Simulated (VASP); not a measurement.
NaBe3:

```
CELL_PARAMETERS angstrom
3.97979 0.00000 0.00000
0.00000 4.95045 0.00000
0.00000 0.00000 4.18799
ATOMIC_POSITIONS crystal
Na 0.00000 0.00000 0.67000
Na 0.50000 0.50000 0.33000
Be 0.00000 0.25000 0.16700
Be 0.00000 0.75000 0.16700
Be 0.50000 0.75000 0.83300
Be 0.50000 0.25000 0.83300
Be 0.50000 0.00000 0.33000
Be 0.00000 0.50000 0.67000
```

- Program: VASP 6.6.1
- Task: relaxation of cell and atoms
- Functional: PBE
- Potentials or basis: VASP PAW PBE potentials, release 64 (Na_pv, Be)
- Cutoff: 600 eV
- k mesh: 4 × 4 × 4
- Occupations: gaussian, width 0.1 eV
- Spin: no spin polarisation

At the start: pressure 14.3 GPa; volume 10.31 Å³/atom.

Problem. Where does the relaxation end?

Solution. Over 45 steps the energy falls by 594.7 meV/atom and the volume is 15.31 Å³/atom (+48.4 %); space group Pmmn (No. 59, to 0.1 Å) before and after.

Step by step:
| step | energy change (eV) | largest force (eV/Å) | pressure (GPa) | volume (Å³) |
| --- | --- | --- | --- | --- |
| 1 | 0.0000 | 1.2807 | 14.30 | 82.51 |
| 3 | -0.8130 | 0.7997 | -2.19 | 100.64 |
| 5 | -0.9513 | 0.7551 | -1.32 | 99.34 |
| 7 | -1.1839 | 0.4638 | 1.15 | 97.66 |
| 9 | -1.8214 | 1.3418 | 1.44 | 103.12 |
| 11 | -1.9222 | 2.1016 | 3.22 | 106.49 |
| 13 | -1.9872 | 2.1993 | 3.22 | 107.33 |
| 15 | -2.2000 | 2.6914 | 3.49 | 111.06 |
| 17 | -2.6219 | 2.9833 | 3.52 | 117.88 |
| 19 | -3.7142 | 0.5286 | -0.08 | 135.19 |
| 21 | -3.9421 | 1.0031 | -0.08 | 130.56 |
| 23 | -4.5089 | 0.6975 | -2.08 | 126.81 |
| 25 | -4.6376 | 0.4739 | -1.28 | 122.59 |
| 27 | -4.6949 | 0.2892 | 0.66 | 118.32 |
| 29 | -4.7381 | 0.1887 | 0.48 | 120.77 |
| 31 | -4.7468 | 0.0926 | 0.13 | 121.73 |
| 33 | -4.7487 | 0.0473 | -0.13 | 122.61 |
| 35 | -4.7497 | 0.0411 | -0.02 | 122.46 |
| 37 | -4.7498 | 0.0600 | 0.24 | 122.01 |
| 39 | -4.7510 | 0.0431 | 0.07 | 122.28 |
| 41 | -4.7547 | 0.0639 | -0.07 | 122.67 |
| 43 | -4.7569 | 0.0424 | 0.02 | 122.53 |
| 45 | -4.7574 | 0.0302 | 0.11 | 122.45 |

Final structure:
```
Na Be
1.0
     3.71778    0.00000    0.00000
     0.00000    6.26542    0.00000
     0.00000    0.00000    5.25680
Na Be
2 6
Cartesian
  0.0000 0.0000 2.8877
  1.8589 3.1327 2.3691
  0.0000 1.0736 0.1842
  0.0000 5.1919 0.1842
  1.8589 4.2063 5.0726
  1.8589 2.0591 5.0726
  1.8589 0.0000 0.2771
  0.0000 3.1327 4.9797
```

Caveat: the k points lie up to 0.42 Å⁻¹ apart in the final cell, too coarse for converged energies and pressures of a metal; the volume moved by over 15 % at a fixed basis, so the end points are rough.
